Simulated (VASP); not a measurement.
Here is a VASP 6.6.1 calculation.

The input INCAR:

```
SYSTEM = WSe
  PREC = Accurate
  ENCUT = 600
  EDIFF = 1E-7
  ISMEAR = 0
  SIGMA = 0.1
  LREAL = .FALSE.
  LASPH = .TRUE.
  NELM = 150
  ALGO = Normal
  ISIF = 3
  LWAVE = .FALSE.
  LCHARG = .FALSE.
  ISPIN = 2
  MAGMOM = 1.05 0
  LORBIT = 11
  LMAXMIX = 4
  LDAU = .TRUE.
  LDAUTYPE = 2
  LDAUL = 2 -1
  LDAUU = 6.2 0
  LDAUJ = 0 0
  LDAUPRINT = 1
  GGA = PE
  IBRION = 2
  NSW = 100
  EDIFFG = -0.05
```

KPOINTS

```
Automatic mesh
0
G
  6 6 6
  0 0 0
```

POSCAR

```
WSe
1.0
    0.0000000000      2.6782044124      2.6782044124
    2.6782044124      0.0000000000      2.6782044124
    2.6782044124      2.6782044124      0.0000000000
W Se
1 1
Direct
    0.0000000000      0.0000000000      0.0000000000
    0.2500000000      0.2500000000      0.2500000000
```

Potentials or basis: VASP PAW PBE potentials, release 64 (W_sv, Se).

The run is started by

```bash
$ cat potpaw_PBE.64/W_sv/POTCAR potpaw_PBE.64/Se/POTCAR > POTCAR
$ mpirun -np 1 vasp_std > vasp.out
```

Task: Estimate the band gap on the k mesh.

Result: Zero (filled and empty bands overlap).

Task: What does it give for the site moments?

Result: W -3.23; Se +0.19 μB.

Final structure:
```cif
data_structure
_symmetry_space_group_name_H-M 'P 1'
_symmetry_Int_Tables_number 1
_cell_length_a 4.3724
_cell_length_b 4.3724
_cell_length_c 4.3724
_cell_angle_alpha 60.000
_cell_angle_beta 60.000
_cell_angle_gamma 60.000
_cell_volume 59.11
loop_
_atom_site_label
_atom_site_type_symbol
_atom_site_fract_x
_atom_site_fract_y
_atom_site_fract_z
_atom_site_occupancy
W1 W 0.00000 0.00000 0.00000 1
Se1 Se 0.25000 0.25000 0.25000 1
```

Caveat: the electronic state changed during the relaxation; spin-orbit coupling is left out, which moves the levels of the heavy elements.
